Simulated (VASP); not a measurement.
Here is a VASP 6.6.1 calculation.

The input INCAR:

```
SYSTEM = SiC20
ALGO = Normal
DIPOL = 0.5 0.5 0.306
EDIFF = 1E-6
ENCUT = 520
GGA = PE
IDIPOL = 3
ISIF = 2
ISMEAR = 0
IVDW = 12
LASPH = .TRUE.
LCHARG = .FALSE.
LDIPOL = .TRUE.
LREAL = Auto
LWAVE = .FALSE.
NBANDS = 58
NELM = 80
PREC = Accurate
SIGMA = 0.1
```

The input KPOINTS:

```
k-points
0
G
  6 4 1
  0 0 0
```

The input POSCAR:

```
SiC20
1.0
    4.9300510483      0.0000000000      0.0000000000
   -1.2325127621      7.0736882673      0.0000000000
    0.0000000000      0.0000000000     22.1293523549
C Si
20 1
Direct
    0.3858166895      0.5432667578      0.1807554029
    0.8858166895      0.5432667578      0.1807554029
    0.2722014076      0.0888056305      0.2267404590
    0.7722014076      0.0888056305      0.2267404590
    0.4009962183      0.6039848731      0.2420688497
    0.9009962183      0.6039848731      0.2420688497
    0.0297911243      0.1191644973      0.2573972018
    0.5297911243      0.1191644973      0.2573972018
    0.1585861258      0.6343445031      0.2727255152
    0.6585861258      0.6343445031      0.2727255152
    0.0461074868      0.1844301691      0.3199090572
    0.5461074868      0.1844301691      0.3199090572
    0.1537589873      0.6150359018      0.3368154657
    0.6537589873      0.6150359018      0.3368154657
    0.3084764848      0.2339064522      0.3480645378
    0.8084764848      0.2339064522      0.3480645378
    0.3880568074      0.5522270554      0.3629961795
    0.8880568074      0.5522270554      0.3629961795
    0.3445502047      0.3782016492      0.3944694004
    0.8445502047      0.3782016492      0.3944694004
    0.5945502047      0.3782016492      0.5345548376
```

Potentials or basis: VASP PAW PBE potentials, release 64 (C, Si).

Launch:

```sh
$ cat potpaw_PBE.64/C/POTCAR potpaw_PBE.64/Si/POTCAR > POTCAR
$ mpirun -np 1 vasp_std > vasp.out
```

Q: What does it give for the dispersion energy per atom?

A: -0.112 eV.

Q: Predict the band gap on the k mesh.

A: Zero (bands 42 and 43 overlap by 0.05 eV).

Q: What does it give for the largest force?

A: 2.458 eV/Å.

Forces on the atoms (eV/Å):
```
C    0.001  0.322  1.360
C    0.005  0.322  1.359
C    0.103  0.565  1.698
C   -0.113  0.561  1.699
C   -0.003  0.586 -2.385
C   -0.001  0.588 -2.387
C   -0.003 -0.857 -1.594
C   -0.002 -0.841 -1.430
C    0.003 -0.612  0.647
C    0.000 -0.561  0.683
C    0.003 -0.027 -0.040
C    0.003 -0.001 -0.038
C   -0.005 -0.120  0.010
C   -0.006 -0.025 -0.016
C    0.102 -0.198 -0.006
C   -0.101 -0.199 -0.006
C    0.124  0.334  0.058
C   -0.121  0.333  0.058
C   -0.253 -0.070  0.774
C    0.262 -0.068  0.774
Si   0.002 -0.031 -1.217
```
